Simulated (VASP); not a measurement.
# Cl (I4_1/amd) in VASP: single point with PBE

Aim: the single point of Cl with PBE.

Program: VASP 6.6.1. These are calculated values, not measurements. Logs are shortened: lines on timing, memory, paths and dates and some standing lists are left out, and cuts for length are marked.

## Step 1: The cell of the first run

Symmetry: I4_1/amd, No. 141, tetragonal system. The conventional cell has a = 5.199 Å, b = 5.199 Å, c = 3.521 Å, α = 90.00°, β = 90.00°, γ = 90.00°. Cl (site symmetry -4m2) has 10 Cl at 2.74 to 3.71 Å within 3.8 Å.

## Step 2: Single point, PBE

INCAR reads:

```
PREC = Accurate
ENCUT = 520
EDIFF = 1E-6
ISMEAR = -1
SIGMA = 0.08
LREAL = False
LASPH = True
NELM = 60
ALGO = Normal
ISIF = 2
LWAVE = False
LCHARG = True
GGA = PE
LELF = True
LVHAR = True
NBANDS = 14
```

KPOINTS reads:

```
regular mesh
0
Gamma
  16 16 16
```

POSCAR reads:

```
Cl
1.0
   -2.5992684584      2.5992684584      1.7606639159
    2.5992684584     -2.5992684584      1.7606639159
    2.5992684584      2.5992684584     -1.7606639159
Cl
2
Direct
   -0.3750000000     -0.1250000000     -0.2500000000
    0.3750000000      0.1250000000      0.2500000000
```

Potentials or basis: VASP PAW PBE potentials, release 64 (Cl).

Run with:

```sh
> cat potpaw_PBE.64/Cl/POTCAR > POTCAR
> mpirun -np 1 vasp_std > vasp.out
```

OUTCAR:

```text
PREC = Accurate
   ENCUT = 520
   EDIFF = 1E-6
   ISMEAR = -1
   LREAL = False
   LASPH = True
   NELM = 60
   ISIF = 2
   GGA = PE

 ion  position               nearest neighbor table
   1  0.625  0.875  0.750-
   2  0.375  0.125  0.250-

  LATTYP: Found a body centered tetragonal cell.
 ALAT       =     5.1985369168
 C/A-ratio  =     0.6773690152

  Lattice vectors:

 A1 = (  -2.5992684584,   2.5992684584,   1.7606639159)
 A2 = (   2.5992684584,  -2.5992684584,   1.7606639159)
 A3 = (   2.5992684584,   2.5992684584,  -1.7606639159)

Analysis of symmetry for initial positions (statically):
=====================================================================
 Subroutine PRICEL returns:
 Original cell was already a primitive cell.

 Routine SETGRP: Setting up the symmetry group for a
 body centered tetragonal supercell.

 Subroutine GETGRP returns: Found 16 space group operations
 (whereof  4 operations were pure point group operations)
 out of a pool of 16 trial point group operations.

The static configuration has the point symmetry C_2h.
 The point group associated with its full space group is D_4h.

Analysis of symmetry for dynamics (positions and initial velocities):
=====================================================================
 Subroutine PRICEL returns:
 Original cell was already a primitive cell.

 Routine SETGRP: Setting up the symmetry group for a
 body centered tetragonal supercell.

 Subroutine GETGRP returns: Found 16 space group operations
 (whereof  4 operations were pure point group operations)
 out of a pool of 16 trial point group operations.

The dynamic configuration has the point symmetry C_2h.
 The point group associated with its full space group is D_4h.

 Subroutine INISYM returns: Found 16 space group operations
 (whereof  4 operations are pure point group operations),
 and found     1 'primitive' translations

----------------------------------------------------------------------------------------

                                     Primitive cell

  volume of cell :      47.5816

  direct lattice vectors                    reciprocal lattice vectors
    -2.599268458  2.599268458  1.760663916     0.000000000  0.192361816  0.283983783
     2.599268458 -2.599268458  1.760663916     0.192361816  0.000000000  0.283983783
     2.599268458  2.599268458 -1.760663916     0.192361816  0.192361816  0.000000000

  length of vectors
     4.075822673  4.075822673  4.075822673     0.343001250  0.343001250  0.272040689

  position of ions in fractional coordinates (direct lattice)
     0.625000000  0.875000000  0.750000000
     0.375000000  0.125000000  0.250000000

  ion indices of the primitive-cell ions
   primitive index   ion index
                 1           1
                 2           2

----------------------------------------------------------------------------------------

 KPOINTS: regular mesh

Automatic generation of k-mesh.
 Grid dimensions read from file:
 generate k-points for:   16   16   16

 Generating k-lattice:

  Cartesian coordinates                     Fractional coordinates (reciprocal lattice)
     0.000000000  0.012022613  0.017748986     0.062500000  0.000000000  0.000000000
     0.012022613  0.000000000  0.017748986     0.000000000  0.062500000  0.000000000
     0.012022613  0.012022613  0.000000000     0.000000000  0.000000000  0.062500000

  Length of vectors
     0.021437578  0.021437578  0.017002543

  Shift w.r.t. Gamma in fractional coordinates (k-lattice)
     0.000000000  0.000000000  0.000000000

 Subroutine IBZKPT returns following result:
 ===========================================

 Found    349 irreducible k-points:

 Following reciprocal coordinates:
            Coordinates               Weight
  0.000000  0.000000  0.000000      1.000000
  0.062500  0.000000  0.000000      8.000000
  0.125000  0.000000  0.000000      8.000000
  0.187500  0.000000  0.000000      8.000000
  0.250000  0.000000  0.000000      8.000000
  0.312500  0.000000 -0.000000      8.000000
[... 16 lines left out ...]
 -0.125000  0.062500  0.000000     16.000000
 -0.062500  0.062500  0.000000      4.000000
 [... further k-points ...]
   k-points           NKPTS =    349   k-points in BZ     NKDIM =    349   number of bands    NBANDS=     14
   number of dos      NEDOS =    301   number of ions     NIONS =      2
   total plane-waves  NPLWV =  27000
   dimension x,y,z NGX =    30 NGY =   30 NGZ =   30
   dimension x,y,z NGXF=    60 NGYF=   60 NGZF=   60
   ions per type =               2
   NGX,Y,Z   is equivalent  to a cutoff of  12.24, 12.24, 12.24 a.u.
   NGXF,Y,Z  is equivalent  to a cutoff of  24.47, 24.47, 24.47 a.u.
 SYSTEM =  unknown system
   PREC   = accura    normal or accurate (medium, high low for compatibility)
   ISTART =      0    job   : 0-new  1-cont  2-samecut
   ICHARG =      2    charge: 1-file 2-atom 10-const
   ISPIN  =      1    spin polarized calculation?
   LNONCOLLINEAR =      F non collinear calculations
   LSORBIT =      F    spin-orbit coupling
   LASPH  =      T    aspherical Exc in radial PAW
   ENCUT  =  520.0 eV  38.22 Ry    6.18 a.u.   7.58  7.58  7.58*2*pi/ulx,y,z
   NELM   =     60;   NELMIN=  2; NELMDL= -5     # of ELM steps
   EDIFF  = 0.1E-05   stopping-criterion for ELM
   LREAL  =      F    real-space projection
   EDIFFG = 0.1E-04   stopping-criterion for IOM
   NSW    =      0    number of steps for IOM
   IBRION =     -1    ionic relax: 0-MD 1-quasi-New 2-CG
   NFREE  =      0    steps in history (QN), initial steepest desc. (CG)
   ISIF   =      2    stress and relaxation
   ISYM   =      2    0-nonsym 1-usesym 2-fastsym
   POTIM  = 0.5000    time-step for ionic-motion
   TEBEG  =    0.0;   TEEND  =   0.0 temperature during run
   PSTRESS=    0.0 pullay stress
   NELECT =      14.0000    total number of electrons
   NUPDOWN=      -1.0000    fix difference up-down
   EMIN   =  10.00;   EMAX   =-10.00  energy-range for DOS
   EFERMI =   0.00;   METHOD = LEGACY
   ISMEAR =    -1;   SIGMA  =   0.08  broadening in eV -4-tet -1-fermi 0-gaus
   EFERMI_NEDOS =   21; number of points for ismear=-14 and -15
   IALGO  =     38    algorithm
   IMIX   =      4    mixing-type and parameters
     AMIX     =   0.40;   BMIX     =  1.00
     AMIX_MAG =   1.60;   BMIX_MAG =  1.00
  volume/ion in A,a.u.               =      23.79       160.55
  Fermi-wavevector in a.u.,A,eV,Ry     =   1.088858  2.057643 16.131229  1.185612
  Thomas-Fermi vector in A             =   2.225049
   LORBIT       =      0    0 simple, 1 ext, 2 COOP (PROOUT), +10 PAW based schemes
   GGA     = PE    functional components
   LHFCALC =     F    Hartree Fock is set to
   AEXX    =    0.0000 exact exchange contribution
   IVDW    =     0    specifies the selected vdW correction
   LEPSILON=     F    determine dielectric tensor
   LRPA    =     F    only Hartree local field effects (RPA)
 non-spin polarized calculation
  energy-cutoff  :      520.00
  volume of cell :       47.58
 maximum number of plane-waves:      1311
   NGX = 15   NGY = 15   NGZ = 15

 number of electron      14.0000000 magnetization

 Free energy of the ion-electron system (eV)
  ---------------------------------------------------
  ext. energy  EPLUGINS =         0.00000000
  ---------------------------------------------------
  free energy    TOTEN  =        -2.28488506 eV

  energy without entropy =       -2.20936369  energy(sigma->0) =       -2.24712437

 E-fermi :   1.2454     XC(G=0):  -8.8380

 val. band max:        1.2435363167   @ k =  -0.3750   0.5000   0.0625
 cond. band min:       1.2454718521   @ k =   0.3750   0.3750   0.0000
 fundamental gap:      0.0019355354
 Fermi energy:         1.2454292042

 k-point     1 :       0.0000    0.0000    0.0000
  band No.  band energies     occupation
      1     -14.4954      2.00000
      2     -11.5494      2.00000
      3      -2.4382      2.00000
      4      -2.4382      2.00000
      5       0.1184      2.00000
      6       0.2277      1.99999
      7       1.4231      0.19568
      8       1.4231      0.19568
      9       8.5393      0.00000
     10       9.0754      0.00000
     11      12.2726      0.00000
     12      13.3244      0.00000
     13      14.2627      0.00000
     14      14.2627      0.00000

 k-point     2 :       0.0625    0.0000    0.0000
  band No.  band energies     occupation
      1     -14.4673      2.00000
      2     -11.5704      2.00000
      3      -2.4506      2.00000
      4      -2.3973      2.00000
      5       0.0473      2.00000
      6       0.1398      2.00000
      7       1.3784      0.31894
      8       1.4196      0.20362
      9       8.6222      0.00000
     10       9.2608      0.00000
     11      12.3147      0.00000
     12      13.2307      0.00000
     13      13.7952      0.00000
     14      13.9550      0.00000

 k-point     3 :       0.1250    0.0000    0.0000
  band No.  band energies     occupation
      1     -14.3848      2.00000
      2     -11.6314      2.00000
      3      -2.4851      2.00000
      4      -2.2882      2.00000
      5      -0.1959      2.00000
      6      -0.0589      2.00000
      7       1.2772      0.80401
      8       1.4082      0.23123
      9       8.8594      0.00000
     10       9.7628      0.00000
     11      12.2214      0.00000
     12      12.9255      0.00000
     13      13.1758      0.00000
     14      14.1022      0.00000

 k-point     4 :       0.1875    0.0000    0.0000
  band No.  band energies     occupation
      1     -14.2539      2.00000
      2     -11.7268      2.00000
      3      -2.5345      2.00000
      4      -2.1552      2.00000
      5      -0.6031      2.00000
      6      -0.2516      2.00000
      7       1.1618      1.47992
      8       1.3876      0.28939
      9       9.2110      0.00000
     10      10.4387      0.00000
     11      11.6978      0.00000
     12      12.7386      0.00000
     13      13.2373      0.00000
     14      14.4883      0.00000

 k-point     5 :       0.2500    0.0000    0.0000
  band No.  band energies     occupation
      1     -14.0850      2.00000
      2     -11.8487      2.00000
      3      -2.5896      2.00000
      4      -2.0880      2.00000
      5      -1.0260      2.00000
      6      -0.3835      2.00000
      7       1.0424      1.85349
      8       1.3581      0.39289
      9       9.5949      0.00000
     10      10.8800      0.00000
     11      11.5091      0.00000
[... 276 lines left out ...]
 k-point    22 :      -0.1875    0.0625    0.0000
  band No.  band energies     occupation
      1     -14.3184      2.00000
      2     -11.7291      2.00000
      3      -2.5214      2.00000
      4      -2.1391      2.00000
      5      -0.3479      2.00000
      6      -0.0247      2.00000
      7       1.1365      1.59213
      8       1.4294      0.18237
      9       9.0767      0.00000
     10       9.9373      0.00000
     11      11.8727      0.00000
     12      12.8369      0.00000
     13      13.1733      0.00000
     14      14.5595      0.00000

 k-point    23 :      -0.1250    0.0625    0.0000
  band No.  band energies     occupation
      1     -14.4217      2.00000
      2     -11.6400      2.00000
      3      -2.4610      2.00000
      4      -2.3041      2.00000
      5      -0.0498      2.00000
      6       0.1549      2.00000
      7       1.2598      0.91073
      8       1.4317      0.17767
      9       8.7828      0.00000
     10       9.4083      0.00000
     11      12.0234      0.00000
     12      13.0592      0.00000
     13      13.6536      0.00000
     14      14.4670      0.00000

 k-point    24 :      -0.0625    0.0625    0.0000
  band No.  band energies     occupation
      1     -14.4724      2.00000
      2     -11.5852      2.00000
      3      -2.4192      2.00000
      4      -2.4146      2.00000
      5       0.0711      2.00000
      6       0.2351      1.99999
      7       1.3572      0.39649
      8       1.4280      0.18526
      9       8.6224      0.00000
     10       9.1567      0.00000
     11      12.1088      0.00000
     12      13.2506      0.00000
     13      14.3291      0.00000
     14      14.4183      0.00000

 [... further k-points ...]
[... 5 lines left out ...]
  --------------------------------------------------------------------------------------
  -------------------------------------------------------------------------------------
  Total        0.3328391      0.3328391      0.3292061      0.0000000      0.0000000     -0.0000000
  in kB       11.2074338     11.2074338     11.0851025      0.0000000      0.0000000     -0.0000000
  external PRESSURE =      11.1666567 kB  Pullay stress =       0.0000000 kB

 VOLUME and BASIS-vectors are now :
 -----------------------------------------------------------------------------
  energy-cutoff  :      520.00
  volume of cell :       47.58
      direct lattice vectors                 reciprocal lattice vectors
    -2.599268458  2.599268458  1.760663916     0.000000000  0.192361816  0.283983783
     2.599268458 -2.599268458  1.760663916     0.192361816  0.000000000  0.283983783
     2.599268458  2.599268458 -1.760663916     0.192361816  0.192361816  0.000000000

 POSITION                                       TOTAL-FORCE (eV/Angst)
 -----------------------------------------------------------------------------------
      2.59927      1.29963      1.32050        -0.000000     -0.000000     -0.000000
      0.00000      1.29963      0.44017         0.000000      0.000000      0.000000
 -----------------------------------------------------------------------------------
    total drift:                                0.000000     -0.000000      0.000000

  FREE ENERGIE OF THE ION-ELECTRON SYSTEM (eV)
  ---------------------------------------------------
  free  energy   TOTEN  =        -2.2848850608 eV

  energy  without entropy=       -2.2093636890  energy(sigma->0) =       -2.24712437
```

Run time: 3.6 min. Hardware: 1 thread of Oxide Virtual Turin-like, shared host; peak memory 0.26 GiB.

Results:

```yaml
Free_energy: -2.2849 eV
Pressure: 1.1 GPa
Band_gap_on_the_k_mesh: zero (bands 7 and 8 overlap by 1.62 eV)
```

Levels at points of the mesh, in eV from the Fermi level:
```
           k point  band 5  band 6  band 7  band 8  band 9  band 10
(0.00, 0.00, 0.00)   -1.13   -1.02    0.18    0.18    7.29     7.83
(0.50, 0.00, 0.00)   -2.88   -1.30   -0.62    0.01    8.88     9.38
(0.50, 0.50, 0.00)   -2.21   -2.21   -0.43   -0.43    8.92     8.92
(0.50, 0.50, 0.50)   -1.28   -1.28    1.04    1.04    9.64     9.64
```
